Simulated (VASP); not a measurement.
# PrCuAs2 (I4mm) in VASP: further runs, part 2 of 2

VASP 6.6.1. Earlier steps stand in the parts before.

## Step 3: Single point, PBE

This run uses another cell than the first one, of 22.19 Å³/atom.

INCAR reads:

```
SYSTEM = PrCuAs2
PREC = Accurate ; ENCUT = 600
EDIFF = 1E-6 ; ISMEAR = 0
SIGMA = 0.1 ; LREAL = .FALSE.
LASPH = .TRUE. ; NELM = 200
ALGO = Normal ; ISIF = 2
LWAVE = .FALSE. ; LCHARG = .TRUE.
GGA = PE ; LELF = .TRUE.
LVHAR = .TRUE. ; NBANDS = 24
GGA_COMPAT = .FALSE. ; LMAXMIX = 6
```

KPOINTS reads:

```
regular mesh
0
G
  4 4 4
  0 0 0
```

POSCAR reads:

```
PrCuAs2
1.0
   -2.7294239500      2.7294239500      2.9779730200
    2.7294239500     -2.7294239500      2.9779730200
    2.7294239500      2.7294239500     -2.9779730200
Pr Cu As
1 1 2
Direct
    0.4271115700      0.4271115700      0.0000000000
    0.8911134300      0.8911134300      0.0000000000
    0.0303360400      0.5303360400      0.5000000000
    0.5303360400      0.0303360400      0.5000000000
```

Potentials or basis: VASP PAW PBE potentials, release 64 (Pr_3, Cu, As), 4f in core.

Launch:

```console
> cat potpaw_PBE.64/Pr_3/POTCAR potpaw_PBE.64/Cu/POTCAR potpaw_PBE.64/As/POTCAR > POTCAR
> mpirun -np 1 vasp_std > vasp.out
```

Wall time 30 s (1 thread of Intel Xeon 6975P-C (Granite Rapids), shared host); peak memory 0.26 GiB.

It converged, with:

```
Free energy            : -18.2423 eV
Pressure               : 4.8 GPa
Largest force          : 2.563 eV/Å
Band gap on the k mesh : zero (bands 16 and 17 overlap by 1.60 eV)
```

Forces on the atoms (eV/Å):
```
Pr   0.000  0.000 -2.563
Cu   0.000  0.000  1.396
As   0.000  0.000  0.583
As   0.000  0.000  0.583
```

Stress tensor (GPa, compression positive):
```
6.24 0.00 0.00
0.00 6.24 0.00
0.00 0.00 2.05
```

Levels at points of the mesh, in eV from the Fermi level:
| k point | band 14 | band 15 | band 16 | band 17 | band 18 | band 19 |
| --- | --- | --- | --- | --- | --- | --- |
| (0.00, 0.00, 0.00) | -1.22 | -0.85 | -0.79 | -0.79 | 0.92 | 2.12 |
| (0.50, 0.00, 0.00) | -2.06 | -1.44 | -0.39 | -0.35 | 1.11 | 2.81 |
| (0.50, 0.50, 0.00) | -2.06 | -1.79 | 0.81 | 1.36 | 2.72 | 2.89 |
| (0.50, 0.50, 0.50) | -2.27 | -0.49 | 0.53 | 0.53 | 2.31 | 3.55 |

Caveat: the k points lie up to 0.39 Å⁻¹ apart, too coarse for converged energies and pressures of a metal; spin-orbit coupling is left out, which moves the levels of the heavy elements; the 4f electrons are frozen in the core, so they carry no moment and show no levels; forces of over 1 eV/Å act on the atoms, so gaps and moduli don't describe the material at rest. Spin polarisation is off, so any magnetic state and its effect on volume and gap are missing.

## Step 4: Relaxation of cell and atoms, PBE

This run uses another cell than the first one, of 22.19 Å³/atom.

INCAR reads:

```
SYSTEM = PrCuAs2
PREC = Accurate
ENCUT = 600
EDIFF = 1E-7
ISMEAR = 0
SIGMA = 0.1
LREAL = .FALSE.
LASPH = .TRUE.
NELM = 200
ALGO = Normal
ISIF = 3
LWAVE = .FALSE.
LCHARG = .FALSE.
GGA = PE
IBRION = 2
NSW = 90
EDIFFG = -0.04
GGA_COMPAT = .FALSE.
NELMIN = 4
LMAXMIX = 6
```

KPOINTS reads:

```
Automatic mesh
0
G
  4 4 4
  0 0 0
```

POSCAR is that of step 3.

Launch:

```console
> cat potpaw_PBE.64/Pr_3/POTCAR potpaw_PBE.64/Cu/POTCAR potpaw_PBE.64/As/POTCAR > POTCAR
> mpirun -np 1 vasp_std > vasp.out
```

Wall time 5.2 min (1 thread of Intel Xeon 6975P-C (Granite Rapids), shared host); peak memory 0.25 GiB.

Results (log left out):

```yaml
Free_energy: -19.0211 eV
Relaxed_volume: 21.92 Å³/atom
Relaxed_cell: a = 4.874 Å, b = 4.874 Å, c = 4.874 Å, α = 113.89°, β = 113.89°, γ = 100.95°
Space_group_after_relaxing_to_0.1_Å: I4mm (No. 107)
Energy_gained_by_relaxing: 194.7 meV/atom
Ionic_steps: 17
Pressure_after_relaxing: 0.2 GPa
Largest_force_after_relaxing: 0.026 eV/Å
Band_gap_on_the_k_mesh: zero (bands 16 and 17 overlap by 0.81 eV)
```

Forces in eV/Å, atoms in the order of the input:
```
Pr   0.000  0.000 -0.026
Cu   0.000  0.000 -0.001
As   0.000  0.000  0.014
As   0.000  0.000  0.014
```

Stress tensor (GPa, compression positive):
```
0.23 0.00 0.00
0.00 0.23 0.00
0.00 0.00 0.02
```

The path:
```csv
step,energy change (eV),largest force (eV/Å),pressure (GPa),volume (Å³)
1,0.0000,2.5629,4.82,88.74
2,-0.3565,1.1976,-3.17,97.56
3,-0.3565,1.1970,-3.16,97.57
4,-0.5639,0.7435,-1.79,94.02
5,-0.6395,0.3813,0.34,90.59
6,-0.7158,0.3541,0.70,89.92
7,-0.7287,0.3373,1.15,89.30
8,-0.7295,0.3396,1.07,89.41
9,-0.7397,0.1706,-1.11,91.94
10,-0.7413,0.2140,-0.56,91.25
11,-0.7508,0.2001,-0.46,90.72
12,-0.7694,0.1766,-0.03,89.13
13,-0.7611,0.3380,1.22,86.01
14,-0.7734,0.1817,0.31,88.00
15,-0.7786,0.0180,-0.21,88.24
16,-0.7786,0.0202,-0.21,88.24
17,-0.7788,0.0264,0.16,87.67
```

Final structure:
```
CELL_PARAMETERS angstrom
-2.65822 2.65822 3.10172
2.65822 -2.65822 3.10172
2.65822 2.65822 -3.10172
ATOMIC_POSITIONS crystal
Pr 0.35573 0.35573 0.00000
Cu 0.89397 0.89397 0.00000
As 0.06460 0.56460 0.50000
As 0.56460 0.06460 0.50000
```

Levels at points of the mesh, in eV from the Fermi level:
```csv
k point,band 12,band 13,band 14,band 15,band 16,band 17,band 18,band 19,band 20
"(0.00, 0.00, 0.00)",-1.93,-1.50,-1.50,-0.69,-0.69,-0.23,1.10,2.30,3.30
"(0.50, 0.00, 0.00)",-2.46,-2.26,-2.01,-1.64,-0.48,-0.41,1.11,2.28,3.02
"(0.50, 0.50, 0.00)",-2.47,-2.23,-1.68,-1.19,0.40,1.38,1.47,2.82,3.34
"(0.50, 0.50, 0.50)",-2.55,-2.33,-2.12,-0.14,-0.14,-0.13,2.61,3.21,4.88
```

Caveat: the k points lie up to 0.39 Å⁻¹ apart in the final cell, too coarse for converged energies and pressures of a metal; spin-orbit coupling is left out, which moves the levels of the heavy elements; the 4f electrons are frozen in the core, so they carry no moment and show no levels.

## Step 5: Single point, PBE

This run uses another cell than the first one, of 21.56 Å³/atom.

INCAR reads:

```
SYSTEM = PrCuAs2
PREC = Accurate ; ENCUT = 600
EDIFF = 1E-6 ; ISMEAR = 0
SIGMA = 0.1 ; LREAL = .False.
LASPH = .True. ; NELM = 200
ALGO = Normal ; ISIF = 2
LWAVE = .False. ; LCHARG = .False.
GGA = PE ; NBANDS = 24
GGA_COMPAT = .False. ; LMAXMIX = 6
```

KPOINTS reads:

```
Automatic mesh
0
Gamma
  12 12 12
  0 0 0
```

POSCAR reads:

```
PrCuAs2
1.0
   -2.1425724999      2.1425724999      4.6956208740
    2.1425724999     -2.1425724999      4.6956208740
    2.1425724999      2.1425724999     -4.6956208740
Pr Cu As
1 1 2
Direct
    0.3137568961      0.3137568961      0.0000000000
    0.9331443013      0.9331443013      0.0000000000
    0.0659979414      0.5659979414      0.5000000000
    0.5659979414      0.0659979414      0.5000000000
```

Launch:

```console
> cat potpaw_PBE.64/Pr_3/POTCAR potpaw_PBE.64/Cu/POTCAR potpaw_PBE.64/As/POTCAR > POTCAR
> mpirun -np 1 vasp_std > vasp.out
```

It took 7.2 min on 1 thread of Intel Xeon 6975P-C (Granite Rapids), shared host; peak memory 0.64 GiB.

It converged, with:

* Free energy: -19.6921 eV
* Pressure: 0.5 GPa
* Largest force: 0.038 eV/Å
* Band gap on the k mesh: zero (bands 16 and 17 overlap by 1.48 eV)

Forces in eV/Å, atoms in the order of the input:
```
Pr   0.000  0.000 -0.038
Cu   0.000  0.000 -0.010
As   0.000  0.000  0.024
As   0.000  0.000  0.024
```

Levels at points of the mesh, in eV from the Fermi level:
```csv
k point,band 12,band 13,band 14,band 15,band 16,band 17,band 18,band 19,band 20,band 21
"(0.00, 0.00, 0.00)",-2.32,-2.32,-2.11,-1.53,-1.01,2.26,2.26,2.84,3.12,4.38
"(0.50, 0.00, 0.00)",-2.75,-2.59,-1.71,-1.36,-0.69,-0.42,1.62,1.64,2.41,3.75
"(0.50, 0.50, 0.00)",-2.88,-2.73,-2.72,-2.05,-1.08,2.99,3.49,4.12,4.16,4.62
"(0.50, 0.50, 0.50)",-3.03,-2.15,-2.15,0.07,0.81,0.95,0.95,1.44,3.20,3.20
```

Caveat: spin-orbit coupling is left out, which moves the levels of the heavy elements; the 4f electrons are frozen in the core, so they carry no moment and show no levels. Spin polarisation is off, so any magnetic state and its effect on volume and gap are missing.

## Step 6: Single point, PBE

This run uses another cell than the first one, of 21.56 Å³/atom.

INCAR reads:

```
SYSTEM = PrCuAs2
ALGO = Normal
EDIFF = 1E-6
ENCUT = 600
GGA = PE
GGA_COMPAT = .FALSE.
ISIF = 2
ISMEAR = 0
LASPH = .TRUE.
LCHARG = .FALSE.
LMAXMIX = 6
LREAL = .FALSE.
LWAVE = .FALSE.
NBANDS = 24
NELM = 200
PREC = Accurate
SIGMA = 0.1
```

KPOINTS reads:

```
k-points
0
G
  16 16 16
  0 0 0
```

POSCAR is that of step 5.

Potentials or basis: VASP PAW PBE potentials, release 64 (Pr_3, Cu, As), 4f in core.

Launch:

```console
> cat potpaw_PBE.64/Pr_3/POTCAR potpaw_PBE.64/Cu/POTCAR potpaw_PBE.64/As/POTCAR > POTCAR
> mpirun -np 1 vasp_std > vasp.out
```

Run time: 15 min. Hardware: 1 thread of Intel Xeon 6975P-C (Granite Rapids), shared host; peak memory 1.1 GiB.

It converged, with:

```yaml
Free_energy: -19.6912 eV
Pressure: 0.5 GPa
Largest_force: 0.042 eV/Å
Band_gap_on_the_k_mesh: zero (bands 16 and 17 overlap by 1.62 eV)
```

Forces on the atoms (eV/Å):
```
Pr   0.000  0.000 -0.042
Cu   0.000  0.000 -0.008
As   0.000  0.000  0.025
As   0.000  0.000  0.025
```

Levels at points of the mesh, in eV from the Fermi level:
| k point | band 13 | band 14 | band 15 | band 16 | band 17 | band 18 | band 19 | band 20 |
| --- | --- | --- | --- | --- | --- | --- | --- | --- |
| (0.00, 0.00, 0.00) | -2.32 | -2.11 | -1.52 | -1.01 | 2.26 | 2.26 | 2.84 | 3.12 |
| (0.50, 0.00, 0.00) | -2.59 | -1.71 | -1.36 | -0.69 | -0.42 | 1.62 | 1.64 | 2.41 |
| (0.50, 0.50, 0.00) | -2.73 | -2.72 | -2.04 | -1.07 | 3.00 | 3.50 | 4.12 | 4.16 |
| (0.50, 0.50, 0.50) | -2.14 | -2.14 | 0.07 | 0.82 | 0.95 | 0.95 | 1.45 | 3.20 |

Caveat: spin-orbit coupling is left out, which moves the levels of the heavy elements; the 4f electrons are frozen in the core, so they carry no moment and show no levels.

## Step 7: The runs side by side

```tsv
task	cell	k mesh	gap on the mesh (eV)	pressure (GPa)	largest force (eV/Å)
single point	a = 4.865 Å, angles 113.8, 113.8, 101.1°, 4 atoms, atomic positions A	4 × 4 × 4	none	0.5	0.02
single point	a = 4.875 Å, angles 111.9, 111.9, 104.7°, 4 atoms, atomic positions B	4 × 4 × 4	none	4.8	2.56
relaxation of cell and atoms	relaxed from a = 4.875 Å, angles 111.9, 111.9, 104.7°, 4 atoms, atomic positions B	4 × 4 × 4	none	0.2	0.03
single point	a = 5.588 Å, angles 134.9, 134.9, 65.7°, 4 atoms, atomic positions C	12 × 12 × 12	none	0.5	0.04
single point	a = 5.588 Å, angles 134.9, 134.9, 65.7°, 4 atoms, atomic positions C	16 × 16 × 16	none	0.5	0.04
```

Alike in all rows: level PBE; potentials or basis VASP PAW PBE potentials, release 64 (Pr_3, Cu, As), 4f in core; no spin polarisation; cutoff (eV) 600; smearing gaussian 0.1 eV.

Caveats: some runs use coarse meshes; spin-orbit coupling is left out, which moves the levels of the heavy elements; the 4f electrons are frozen in the core, so they carry no moment and show no levels; forces of over 1 eV/Å act on the atoms, so gaps and moduli don't describe the material at rest (at least some runs).

Total energies depend on the potentials used, so only differences within one code and one set of settings carry meaning.
